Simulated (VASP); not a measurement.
Set up this calculation in VASP 6.6.1, as the native input.

```
Task                   : single point
Functional             : PBE
Potentials or basis    : VASP PAW PBE potentials, release 64 (Ta_pv, Bi_d)
Cutoff                 : 520 eV
k mesh                 : 13 × 13 × 13
Occupations            : fermi-dirac, width 0.1 eV
Spin                   : no spin polarisation
Dipole correction      : no
Further INCAR settings : ALGO = Normal; EDIFF = 1e-06; NBANDS = 20
```

The structure of TaBi (zincblende type) lies in POSCAR:

```
TaBi
1.0
    0.0000000000      2.5568227635      2.5568227635
    2.5568227635      0.0000000000      2.5568227635
    2.5568227635      2.5568227635      0.0000000000
Ta Bi
1 1
Direct
    0.0000000000      0.0000000000      0.0000000000
    0.2500000000      0.2500000000      0.2500000000
```

One way to write it, as run:

INCAR

```
  PREC = Accurate
  ENCUT = 520
  EDIFF = 1E-6
  ISMEAR = -1
  SIGMA = 0.1
  LREAL = False
  LASPH = True
  NELM = 100
  ALGO = Normal
  ISIF = 2
  LWAVE = False
  LCHARG = True
  GGA = PE
  LELF = True
  LVHAR = True
  NBANDS = 20
```

KPOINTS

```
Automatic mesh
0
Gamma
  13 13 13
```

Potentials or basis: VASP PAW PBE potentials, release 64 (Ta_pv, Bi_d).

Command:

```sh
$ cat potpaw_PBE.64/Ta_pv/POTCAR potpaw_PBE.64/Bi_d/POTCAR > POTCAR
$ mpirun -np 1 vasp_std > vasp.out
```

It gave:

- Pressure: 202.5 GPa
- Band gap on the k mesh: zero (band 13 reaches 12.68 eV, above the bottom of band 14 at 12.00 eV)

Caveat: spin-orbit coupling is left out, which moves the levels of the heavy elements.

It took 30 s on 1 thread of AMD EPYC 9R45 96-Core Processor (Zen 5) (shared host), peak memory 0.17 GiB.
